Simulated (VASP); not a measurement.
Input of a VASP 6.6.1 run:

The input INCAR:

```
  PREC = Accurate
  ENCUT = 550
  EDIFF = 1E-7
  ISMEAR = 0
  SIGMA = 0.05
  LREAL = F
  LASPH = T
  NELM = 120
  ALGO = Normal
  ISIF = 3
  LWAVE = F
  LCHARG = F
  GGA = PE
  IBRION = 2
  NSW = 80
  EDIFFG = -0.03
  GGA_COMPAT = F
  NELMIN = 4
```

KPOINTS

```
regular mesh
0
Gamma
  8 8 8
```

Contents of POSCAR:

```
Hg
1.0
    1.7287050000      0.9980682971      2.2211333333
   -1.7287050000      0.9980682971      2.2211333333
    0.0000000000     -1.9961365942      2.2211333333
Hg
1
Direct
    0.0000000000      0.0000000000      0.0000000000
```

Potentials or basis: VASP PAW PBE potentials, release 64 (Hg_sv_GW).

Command:

```bash
$ cat potpaw_PBE.64/Hg_sv_GW/POTCAR > POTCAR
$ mpirun -np 1 vasp_std > vasp.out
```

Task: Estimate the relaxed cell.

Result: a = 3.093 Å, b = 3.093 Å, c = 3.093 Å, α = 73.08°, β = 73.08°, γ = 73.08°.

Task: Predict the relaxed volume.

Result: 26.38 Å³/atom.

Task: What does it give for the band gap on the k mesh?

Result: Zero (bands 10 and 11 overlap by 2.75 eV).

Final structure:
```yaml
crystal:
  lattice:
    - [1.84144, 1.06315, 2.24593]
    - [-1.84144, 1.06315, 2.24593]
    - [0.00000, -2.12631, 2.24593]
  atoms:
    - { symbol: Hg, position: [0.00000, 0.00000, 0.00000] }
```

Caveat: spin-orbit coupling is left out, which moves the levels of the heavy elements.
